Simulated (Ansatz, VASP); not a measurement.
# Two plane-wave programs on FeO

```
Fe O
1.0
    -1.60210    1.60210    2.08339
     1.60210   -1.60210    2.08339
     1.60210    1.60210   -2.08339
Fe O
1 1
Direct
  0.00000 0.00000 0.00000
  0.50000 0.50000 0.00000
```

Alike in both runs: task single point; functional PBEsol; k mesh 10 × 10 × 10; occupations fermi-dirac, width 0.05 eV; collinear spin; fixed moment 0 μB.

|  | VASP | Ansatz |
| --- | --- | --- |
| version | VASP 6.6.1 | Ansatz 0.2.0 |
| potentials or method | VASP PAW PBE potentials, release 64 (Fe, O) | Ansatz PAW |
| plane-wave cutoff (eV) | 520 | 420 |
| valence electrons in the cell | 14 | 22 |

|  | VASP | Ansatz | Ansatz less VASP |
| --- | --- | --- | --- |
| net moment per atom (μB) | 0.00 | 0.00 | 0.000 |

VASP's potentials were made for PBE, not for PBEsol. With one functional, cell and mesh, what is left measures potentials, basis and numerics. VASP's potentials hold 14 valence electrons a cell and Ansatz's 22, so a difference there can come from the potentials and not from the codes.
